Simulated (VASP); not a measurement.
Here is a VASP 6.6.1 calculation.

INCAR

```
SYSTEM = HfO2
  PREC = Accurate
  ENCUT = 520
  EDIFF = 1E-6
  ISMEAR = -1
  SIGMA = 0.05
  LREAL = .FALSE.
  LASPH = .TRUE.
  NELM = 150
  ALGO = Normal
  ISIF = 2
  LWAVE = .FALSE.
  LCHARG = .FALSE.
  LMAXMIX = 4
  LDAU = .TRUE.
  LDAUTYPE = 2
  LDAUL = 2 -1
  LDAUU = 3.5 0
  LDAUJ = 0 0
  LDAUPRINT = 1
  GGA = PS
  NBANDS = 56
```

KPOINTS

```
regular mesh
0
G
  5 5 6
  0 0 0
```

POSCAR

```
HfO2
1.0
    5.0803194000      0.0000000000      0.0000000000
    0.0000000000      5.1648674500      0.0000000000
    0.0000000000      0.0000000000      4.8908836500
Hf O
4 8
Direct
    0.2225908200      0.7817995800      0.2720679400
    0.7225908200      0.7182004200      0.7279320600
    0.7774091800      0.2182004200      0.2720679400
    0.2774091800      0.2817995800      0.7279320600
    0.1868153200      0.1636487800      0.1045346200
    0.6868153200      0.3363512200      0.8954653800
    0.8131846800      0.8363512200      0.1045346200
    0.3131846800      0.6636487800      0.8954653800
    0.0000000000      0.5000000000      0.4890544500
    0.5000000000      0.0000000000      0.5109455500
    0.0000000000      0.0000000000      0.5756249900
    0.5000000000      0.5000000000      0.4243750100
```

Potentials or basis: VASP PAW PBE potentials, release 64 (Hf_pv, O).

The run is started by

```bash
$ cat potpaw_PBE.64/Hf_pv/POTCAR potpaw_PBE.64/O/POTCAR > POTCAR
$ mpirun -np 1 vasp_std > vasp.out
```

(1) Predict the pressure.

(2) Predict the band gap on the k mesh.

(3) Predict the largest force.

Results:

(1) 9.8 GPa.

(2) 4.15 eV (least direct gap 4.25 eV).

(3) 0.555 eV/Å.

Caveat: the cell stands under pressure; the PAW data sets were made with another functional, which shifts forces and pressure a little; spin-orbit coupling is left out, which moves the levels of the heavy elements.
